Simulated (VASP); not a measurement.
# Ge2Sb2Te5 (P-3m1) in VASP: a series of runs

Ge2Sb2Te5 is run at these levels: PBEsol; tasks: single point.

All numbers are computed with VASP 6.6.1; they aren't measurements. Logs are shortened: lines on timing, memory, paths and dates and some standing lists are left out, and cuts for length are marked.

## (1) The cell of the first run

Symmetry: P-3m1, No. 164, trigonal system. Conventional cell: a = 4.081 Å, b = 4.081 Å, c = 16.503 Å, α = 90.00°, β = 90.00°, γ = 120.00°. Ge (site symmetry 3m) has 6 Te at 2.76 to 3.01 Å within 3.6 Å. Sb (site symmetry 3m) has 6 Te at 2.95 to 3.07 Å within 3.9 Å. Within 4.0 Å of Te (site symmetry -3m) lie 6 Sb at 3.07 Å. Within 3.9 Å of Te (site symmetry 3m) lie 3 Sb at 2.95 Å and 3 Ge at 3.01 Å. Within 3.6 Å of Te (site symmetry 3m) lie 3 Ge at 2.76 Å and 3 Te at 3.37 Å.

## (2) Single point, PBEsol (volume scaled by 0.91, then relaxed in part)

INCAR

```
SYSTEM = Ge2Sb2Te5
PREC     = Accurate       ! precision mode
ENCUT    = 520            ! plane-wave cutoff, eV
EDIFF    = 1E-6           ! SCF threshold, eV
ISMEAR   = 0              ! smearing method
SIGMA    = 0.1            ! smearing width, eV
LREAL    = .False.        ! projectors in reciprocal space
LASPH    = .True.         ! aspherical terms in the spheres
NELM     = 80             ! most SCF steps
ALGO     = Normal         ! electronic algorithm
ISIF     = 2              ! what is computed and relaxed
LWAVE    = .False.        ! write WAVECAR
LCHARG   = .False.        ! write CHGCAR
GGA      = PS             ! functional
NBANDS   = 44             ! bands
```

KPOINTS

```
regular mesh
0
Gamma
  12 12 2
  0 0 0
```

POSCAR

```
Ge2Sb2Te5
1.0
    4.0807398839      0.0000000000      0.0000000000
   -2.0403699420      3.5340244057      0.0000000000
    0.0000000000      0.0000000000     16.5033198055
Ge Sb Te
2 2 5
Direct
    0.0000000000      0.0000000000      0.3404909434
    0.0000000000      0.0000000000      0.6595090566
    0.3333333333      0.6666666667      0.1194517270
    0.6666666667      0.3333333333      0.8805482730
    0.0000000000      0.0000000000      0.0000000000
    0.3333333333      0.6666666667      0.7727821032
    0.6666666667      0.3333333333      0.2272178968
    0.3333333333      0.6666666667      0.4271089225
    0.6666666667      0.3333333333      0.5728910775
```

Potentials or basis: VASP PAW PBE potentials, release 64 (Ge_d, Sb, Te).

On the command line:

```sh
cat potpaw_PBE.64/Ge_d/POTCAR potpaw_PBE.64/Sb/POTCAR potpaw_PBE.64/Te/POTCAR > POTCAR
mpirun -np 1 vasp_std > vasp.out
```

OUTCAR:

```text
SYSTEM = Ge2Sb2Te5
   PREC = Accurate
   ENCUT = 520
   EDIFF = 1E-6
   ISMEAR = 0
   LREAL = .False.
   LASPH = .True.
   NELM = 80
   ISIF = 2
   GGA = PS

 ion  position               nearest neighbor table
   1  0.000  0.000  0.340-   8 2.76   8 2.76   8 2.76   7 3.01   7 3.01   7 3.01
   2  0.000  0.000  0.660-   9 2.76   9 2.76   9 2.76   6 3.01   6 3.01   6 3.01
   3  0.333  0.667  0.119-   7 2.95   7 2.95   7 2.95   5 3.07   5 3.07   5 3.07
   4  0.667  0.333  0.881-   6 2.95   6 2.95   6 2.95   5 3.07   5 3.07   5 3.07
   5  0.000  0.000  0.000-   3 3.07   4 3.07   4 3.07   3 3.07   4 3.07   3 3.07
   6  0.333  0.667  0.773-   4 2.95   4 2.95   4 2.95   2 3.01   2 3.01   2 3.01
   7  0.667  0.333  0.227-   3 2.95   3 2.95   3 2.95   1 3.01   1 3.01   1 3.01
   8  0.333  0.667  0.427-   1 2.76   1 2.76   1 2.76   9 3.37   9 3.37   9 3.37
   9  0.667  0.333  0.573-   2 2.76   2 2.76   2 2.76   8 3.37   8 3.37   8 3.37

  LATTYP: Found a hexagonal cell.
 ALAT       =     4.0807398839
 C/A-ratio  =     4.0441979335

  Lattice vectors:

 A1 = (   4.0807398839,   0.0000000000,   0.0000000000)
 A2 = (  -2.0403699420,   3.5340244057,   0.0000000000)
 A3 = (   0.0000000000,   0.0000000000,  16.5033198055)

Analysis of symmetry for initial positions (statically):
=====================================================================
 Subroutine PRICEL returns:
 Original cell was already a primitive cell.

 Routine SETGRP: Setting up the symmetry group for a
 hexagonal supercell.

 Subroutine GETGRP returns: Found 12 space group operations
 (whereof 12 operations were pure point group operations)
 out of a pool of 24 trial point group operations.

The static configuration has the point symmetry D_3d.

Analysis of symmetry for dynamics (positions and initial velocities):
=====================================================================
 Subroutine PRICEL returns:
 Original cell was already a primitive cell.

 Routine SETGRP: Setting up the symmetry group for a
 hexagonal supercell.

 Subroutine GETGRP returns: Found 12 space group operations
 (whereof 12 operations were pure point group operations)
 out of a pool of 24 trial point group operations.

The dynamic configuration has the point symmetry D_3d.

 Subroutine INISYM returns: Found 12 space group operations
 (whereof 12 operations are pure point group operations),
 and found     1 'primitive' translations

----------------------------------------------------------------------------------------

                                     Primitive cell

  volume of cell :     238.0015

  direct lattice vectors                    reciprocal lattice vectors
     4.080739884  0.000000000  0.000000000     0.245053600  0.141481762  0.000000000
    -2.040369942  3.534024406  0.000000000     0.000000000  0.282963524  0.000000000
     0.000000000  0.000000000 16.503319805     0.000000000  0.000000000  0.060593869

  length of vectors
     4.080739884  4.080739884 16.503319805     0.282963524  0.282963524  0.060593869

  position of ions in fractional coordinates (direct lattice)
     0.000000000  0.000000000  0.340490943
     0.000000000  0.000000000  0.659509057
     0.333333333  0.666666667  0.119451727
     0.666666667  0.333333333  0.880548273
     0.000000000  0.000000000  0.000000000
     0.333333333  0.666666667  0.772782103
     0.666666667  0.333333333  0.227217897
     0.333333333  0.666666667  0.427108922
     0.666666667  0.333333333  0.572891078

  ion indices of the primitive-cell ions
   primitive index   ion index
                 1           1
                 2           2
                 3           3
                 4           4
                 5           5
                 6           6
                 7           7
                 8           8
                 9           9

----------------------------------------------------------------------------------------

 KPOINTS: regular mesh

Automatic generation of k-mesh.
 Grid dimensions read from file:
 generate k-points for:   12   12    2

 Generating k-lattice:

  Cartesian coordinates                     Fractional coordinates (reciprocal lattice)
     0.020421133  0.011790147  0.000000000     0.083333333  0.000000000  0.000000000
     0.000000000  0.023580294  0.000000000     0.000000000  0.083333333  0.000000000
     0.000000000  0.000000000  0.030296935     0.000000000  0.000000000  0.500000000

  Length of vectors
     0.023580294  0.023580294  0.030296935

  Shift w.r.t. Gamma in fractional coordinates (k-lattice)
     0.000000000  0.000000000  0.000000000

 Subroutine IBZKPT returns following result:
 ===========================================

 Found     38 irreducible k-points:

 Following reciprocal coordinates:
            Coordinates               Weight
  0.000000  0.000000  0.000000      1.000000
  0.083333  0.000000  0.000000      6.000000
  0.166667  0.000000  0.000000      6.000000
  0.250000  0.000000  0.000000      6.000000
  0.333333  0.000000  0.000000      6.000000
  0.416667  0.000000  0.000000      6.000000
[... 16 lines left out ...]
  0.250000  0.000000  0.500000      6.000000
  0.333333  0.000000  0.500000      6.000000
 [... further k-points ...]
   k-points           NKPTS =     38   k-points in BZ     NKDIM =     38   number of bands    NBANDS=     44
   number of dos      NEDOS =    301   number of ions     NIONS =      9
   total plane-waves  NPLWV = 113400
   dimension x,y,z NGX =    30 NGY =   30 NGZ =  126
   dimension x,y,z NGXF=    60 NGYF=   60 NGZF=  252
   ions per type =               2   2   5
   NGX,Y,Z   is equivalent  to a cutoff of  12.22, 12.22, 12.69 a.u.
   NGXF,Y,Z  is equivalent  to a cutoff of  24.44, 24.44, 25.39 a.u.
 SYSTEM =  Ge2Sb2Te5
   PREC   = accura    normal or accurate (medium, high low for compatibility)
   ISTART =      0    job   : 0-new  1-cont  2-samecut
   ICHARG =      2    charge: 1-file 2-atom 10-const
   ISPIN  =      1    spin polarized calculation?
   LNONCOLLINEAR =      F non collinear calculations
   LSORBIT =      F    spin-orbit coupling
   LASPH  =      T    aspherical Exc in radial PAW
   ENCUT  =  520.0 eV  38.22 Ry    6.18 a.u.   7.59  7.59 30.69*2*pi/ulx,y,z
   NELM   =     80;   NELMIN=  2; NELMDL= -5     # of ELM steps
   EDIFF  = 0.1E-05   stopping-criterion for ELM
   LREAL  =      F    real-space projection
   EDIFFG = 0.1E-04   stopping-criterion for IOM
   NSW    =      0    number of steps for IOM
   IBRION =     -1    ionic relax: 0-MD 1-quasi-New 2-CG
   NFREE  =      0    steps in history (QN), initial steepest desc. (CG)
   ISIF   =      2    stress and relaxation
   ISYM   =      2    0-nonsym 1-usesym 2-fastsym
   POTIM  = 0.5000    time-step for ionic-motion
   TEBEG  =    0.0;   TEEND  =   0.0 temperature during run
   PSTRESS=    0.0 pullay stress
   NELECT =      68.0000    total number of electrons
   NUPDOWN=      -1.0000    fix difference up-down
   EMIN   =  10.00;   EMAX   =-10.00  energy-range for DOS
   EFERMI =   0.00;   METHOD = LEGACY
   ISMEAR =     0;   SIGMA  =   0.10  broadening in eV -4-tet -1-fermi 0-gaus
   EFERMI_NEDOS =   21; number of points for ismear=-14 and -15
   IALGO  =     38    algorithm
   IMIX   =      4    mixing-type and parameters
     AMIX     =   0.40;   BMIX     =  1.00
     AMIX_MAG =   1.60;   BMIX_MAG =  1.00
  volume/ion in A,a.u.               =      26.44       178.46
  Fermi-wavevector in a.u.,A,eV,Ry     =   1.078246  2.037590 15.818331  1.162615
  Thomas-Fermi vector in A             =   2.214180
   LORBIT       =      0    0 simple, 1 ext, 2 COOP (PROOUT), +10 PAW based schemes
   GGA     = PS    functional components
   LHFCALC =     F    Hartree Fock is set to
   AEXX    =    0.0000 exact exchange contribution
   IVDW    =     0    specifies the selected vdW correction
   LEPSILON=     F    determine dielectric tensor
   LRPA    =     F    only Hartree local field effects (RPA)
 non-spin polarized calculation
 Gauss-broadening in eV      SIGMA  =   0.10
  energy-cutoff  :      520.00
  volume of cell :      238.00
 maximum number of plane-waves:      6446
   NGX = 15   NGY = 15   NGZ = 61

 number of electron      67.9999974 magnetization

 Free energy of the ion-electron system (eV)
  ---------------------------------------------------
  ext. energy  EPLUGINS =         0.00000000
  ---------------------------------------------------
  free energy    TOTEN  =       -37.09465522 eV

  energy without entropy =      -37.08593712  energy(sigma->0) =      -37.09029617

 E-fermi :   7.9505     XC(G=0): -10.1950

 val. band max:        7.9467940055   @ k =   0.5000   0.0000   0.5000
 cond. band min:       7.9843864412   @ k =   0.4167   0.0000   0.5000
 fundamental gap:      0.0375924357
 Fermi energy:         7.9504644297

 k-point     1 :       0.0000    0.0000    0.0000
  band No.  band energies     occupation
      1     -16.9158      2.00000
      2     -16.9158      2.00000
      3     -16.9158      2.00000
      4     -16.9158      2.00000
      5     -16.9002      2.00000
      6     -16.9002      2.00000
[... 36 lines left out ...]
     43      10.0114      0.00000
     44      10.4338      0.00000

 k-point     2 :       0.0833    0.0000    0.0000
  band No.  band energies     occupation
      1     -16.9161      2.00000
      2     -16.9161      2.00000
      3     -16.9156      2.00000
      4     -16.9156      2.00000
      5     -16.9004      2.00000
      6     -16.9003      2.00000
[... 36 lines left out ...]
     43      10.2124      0.00000
     44      10.5403      0.00000

 k-point     3 :       0.1667    0.0000    0.0000
  band No.  band energies     occupation
      1     -16.9170      2.00000
      2     -16.9169      2.00000
      3     -16.9150      2.00000
      4     -16.9149      2.00000
      5     -16.9007      2.00000
      6     -16.9007      2.00000
[... 36 lines left out ...]
     43      10.7859      0.00000
     44      10.9508      0.00000

 k-point     4 :       0.2500    0.0000    0.0000
  band No.  band energies     occupation
      1     -16.9182      2.00000
      2     -16.9181      2.00000
      3     -16.9142      2.00000
      4     -16.9142      2.00000
      5     -16.9012      2.00000
      6     -16.9011      2.00000
[... 882 lines left out ...]
     43      10.6264      0.00000
     44      11.0718      0.00000

 k-point    23 :       0.2500    0.0000    0.5000
  band No.  band energies     occupation
      1     -16.9182      2.00000
      2     -16.9181      2.00000
      3     -16.9142      2.00000
      4     -16.9142      2.00000
      5     -16.9012      2.00000
      6     -16.9011      2.00000
[... 36 lines left out ...]
     43      10.9869      0.00000
     44      11.0981      0.00000

 k-point    24 :       0.3333    0.0000    0.5000
  band No.  band energies     occupation
      1     -16.9194      2.00000
      2     -16.9194      2.00000
      3     -16.9135      2.00000
      4     -16.9135      2.00000
      5     -16.9016      2.00000
      6     -16.9016      2.00000
[... 36 lines left out ...]
     43      11.0339      0.00000
     44      11.2446      0.00000

 [... further k-points ...]
[... 5 lines left out ...]
  --------------------------------------------------------------------------------------
  -------------------------------------------------------------------------------------
  Total        7.6060954      7.6060954      7.6487925     -0.0000000      0.0000000      0.0000000
  in kB       51.2026667     51.2026667     51.4900943     -0.0000000      0.0000000      0.0000000
  external PRESSURE =      51.2984759 kB  Pullay stress =       0.0000000 kB

 VOLUME and BASIS-vectors are now :
 -----------------------------------------------------------------------------
  energy-cutoff  :      520.00
  volume of cell :      238.00
      direct lattice vectors                 reciprocal lattice vectors
     4.080739884  0.000000000  0.000000000     0.245053600  0.141481762  0.000000000
    -2.040369942  3.534024406  0.000000000     0.000000000  0.282963524  0.000000000
     0.000000000  0.000000000 16.503319805     0.000000000  0.000000000  0.060593869

 POSITION                                       TOTAL-FORCE (eV/Angst)
 -----------------------------------------------------------------------------------
      0.00000      0.00000      5.61923        -0.000000      0.000000     -0.018252
      0.00000      0.00000     10.88409         0.000000      0.000000      0.018252
     -0.00000      2.35602      1.97135        -0.000000      0.000000     -0.025455
      2.04037      1.17801     14.53197        -0.000000     -0.000000      0.025455
      0.00000      0.00000      0.00000         0.000000      0.000000      0.000000
     -0.00000      2.35602     12.75347         0.000000      0.000000     -0.033865
      2.04037      1.17801      3.74985        -0.000000     -0.000000      0.033865
     -0.00000      2.35602      7.04872         0.000000     -0.000000      0.024383
      2.04037      1.17801      9.45460        -0.000000      0.000000     -0.024383
 -----------------------------------------------------------------------------------
    total drift:                               -0.000000      0.000000      0.000000

  FREE ENERGIE OF THE ION-ELECTRON SYSTEM (eV)
  ---------------------------------------------------
  free  energy   TOTEN  =       -37.0946552223 eV

  energy  without entropy=      -37.0859371161  energy(sigma->0) =      -37.09029617
```

Run time: 9 min. Hardware: 1 thread of Intel Xeon Platinum 8259CL at 2.50GHz (Skylake/Cascade Lake), shared host; peak memory 0.55 GiB.

What came out:

| Quantity | Value |
| --- | --- |
| Free energy | -37.0947 eV |
| Pressure | 5.1 GPa |
| Largest force | 0.034 eV/Å |
| Band gap on the k mesh | zero (band 34 reaches 8.05 eV, above the bottom of band 35 at 7.86 eV) |

Forces in eV/Å, atoms in the order of the input:
```
Ge   0.000  0.000 -0.018
Ge   0.000  0.000  0.018
Sb   0.000  0.000 -0.025
Sb   0.000  0.000  0.025
Te   0.000  0.000  0.000
Te   0.000  0.000 -0.034
Te   0.000  0.000  0.034
Te   0.000  0.000  0.024
Te   0.000  0.000 -0.024
```

Caveat: the PAW data sets were made with another functional, which shifts forces and pressure a little; spin-orbit coupling is left out, which moves the levels of the heavy elements.

## (3) Single point, PBEsol (volume scaled by 0.94, then relaxed in part)

INCAR

```
ALGO = Normal ; EDIFF = 1E-6
ENCUT = 520 ; GGA = PS
ISIF = 2 ; ISMEAR = 0
LASPH = T ; LCHARG = F
LREAL = F ; LWAVE = F
NBANDS = 44 ; NELM = 60
PREC = Accurate ; SIGMA = 0.1
```

KPOINTS

```
k-points
0
Gamma
  12 12 2
```

POSCAR

```
Ge2Sb2Te5
1.0
    4.1286110302      0.0000000000      0.0000000000
   -2.0643055151      3.5754820345      0.0000000000
    0.0000000000      0.0000000000     16.6543491530
Ge Sb Te
2 2 5
Direct
    0.0000000000      0.0000000000      0.3400707166
    0.0000000000      0.0000000000      0.6599292834
    0.3333333333      0.6666666667      0.1187800594
    0.6666666667      0.3333333333      0.8812199406
    0.0000000000      0.0000000000      0.0000000000
    0.3333333333      0.6666666667      0.7751663798
    0.6666666667      0.3333333333      0.2248336202
    0.3333333333      0.6666666667      0.4253679913
    0.6666666667      0.3333333333      0.5746320087
```

Potentials or basis: VASP PAW PBE potentials, release 64 (Ge_d, Sb, Te).

On the command line:

```sh
cat potpaw_PBE.64/Ge_d/POTCAR potpaw_PBE.64/Sb/POTCAR potpaw_PBE.64/Te/POTCAR > POTCAR
mpirun -np 1 vasp_std > vasp.out
```

Run time: 8.3 min. Hardware: 1 thread of Intel Xeon Platinum 8259CL at 2.50GHz (Skylake/Cascade Lake), shared host; peak memory 0.58 GiB.

The run converged. Its results:

* Free energy: -37.2912 eV
* Pressure: 3.1 GPa
* Largest force: 0.031 eV/Å
* Band gap on the k mesh: zero (band 34 reaches 7.59 eV, above the bottom of band 35 at 7.47 eV)

Forces in eV/Å, atoms in the order of the input:
```
Ge   0.000  0.000 -0.024
Ge   0.000  0.000  0.024
Sb   0.000  0.000 -0.021
Sb   0.000  0.000  0.021
Te   0.000  0.000  0.000
Te   0.000  0.000 -0.024
Te   0.000  0.000  0.024
Te   0.000  0.000  0.031
Te   0.000  0.000 -0.031
```

Levels at points of the mesh, in eV from the Fermi level:
| k point | band 31 | band 32 | band 33 | band 34 | band 35 | band 36 | band 37 | band 38 |
| --- | --- | --- | --- | --- | --- | --- | --- | --- |
| (0.00, 0.00, 0.00) | -1.49 | -1.19 | -0.84 | -0.06 | -0.06 | 0.02 | 0.67 | 0.95 |
| (0.50, 0.00, 0.00) | -2.10 | -2.05 | -1.24 | -1.02 | 0.03 | 0.55 | 0.73 | 1.52 |
| (0.00, 0.00, 0.50) | -1.58 | -1.56 | -0.75 | -0.02 | 0.03 | 0.03 | 0.73 | 0.73 |
| (0.50, 0.00, 0.50) | -2.44 | -2.21 | -1.71 | -0.38 | -0.01 | 0.22 | 1.06 | 1.65 |

Caveat: the PAW data sets were made with another functional, which shifts forces and pressure a little; spin-orbit coupling is left out, which moves the levels of the heavy elements.

## (4) Single point, PBEsol (volume scaled by 0.97, then relaxed in part)

INCAR

```
PREC = Accurate
ENCUT = 520
EDIFF = 1E-6
ISMEAR = 0
SIGMA = 0.1
LREAL = F
LASPH = T
NELM = 100
ALGO = Normal
ISIF = 2
LWAVE = F
LCHARG = F
GGA = PS
NBANDS = 44
```

KPOINTS

```
Automatic mesh
0
Gamma
  12 12 2
```

POSCAR

```
Ge2Sb2Te5
1.0
    4.1689785169      0.0000000000      0.0000000000
   -2.0844892584      3.6104413035      0.0000000000
    0.0000000000      0.0000000000     16.8546666929
Ge Sb Te
2 2 5
Direct
    0.0000000000      0.0000000000      0.3393357084
    0.0000000000      0.0000000000      0.6606642916
    0.3333333333      0.6666666667      0.1178698466
    0.6666666667      0.3333333333      0.8821301534
    0.0000000000      0.0000000000      0.0000000000
    0.3333333333      0.6666666667      0.7779356355
    0.6666666667      0.3333333333      0.2220643645
    0.3333333333      0.6666666667      0.4233383164
    0.6666666667      0.3333333333      0.5766616836
```

On the command line:

```sh
cat potpaw_PBE.64/Ge_d/POTCAR potpaw_PBE.64/Sb/POTCAR potpaw_PBE.64/Te/POTCAR > POTCAR
mpirun -np 1 vasp_std > vasp.out
```

It took 10 min on 1 thread of Intel Xeon Platinum 8259CL at 2.50GHz (Skylake/Cascade Lake), shared host; peak memory 0.59 GiB.

It converged, with:

* Free energy: -37.3971 eV
* Pressure: 1.4 GPa
* Largest force: 0.027 eV/Å
* Band gap on the k mesh: zero (band 34 reaches 7.17 eV, above the bottom of band 35 at 7.09 eV)

Forces in eV/Å, atoms in the order of the input:
```
Ge   0.000  0.000 -0.021
Ge   0.000  0.000  0.021
Sb   0.000  0.000 -0.024
Sb   0.000  0.000  0.024
Te   0.000  0.000  0.000
Te   0.000  0.000 -0.027
Te   0.000  0.000  0.027
Te   0.000  0.000  0.025
Te   0.000  0.000 -0.025
```

Levels at points of the mesh, in eV from the Fermi level:
```
           k point  band 31  band 32  band 33  band 34  band 35  band 36  band 37  band 38
(0.00, 0.00, 0.00)    -1.48    -1.27    -0.94    -0.06    -0.03    -0.03     0.62     0.95
(0.50, 0.00, 0.00)    -2.06    -1.98    -1.23    -1.07     0.13     0.57     0.66     1.48
(0.00, 0.00, 0.50)    -1.56    -1.56    -0.86    -0.08     0.04     0.04     0.66     0.77
(0.50, 0.00, 0.50)    -2.39    -2.13    -1.71    -0.43    -0.02     0.31     1.04     1.64
```

Caveat: the PAW data sets were made with another functional, which shifts forces and pressure a little; spin-orbit coupling is left out, which moves the levels of the heavy elements.

[end of part 1 of 2]
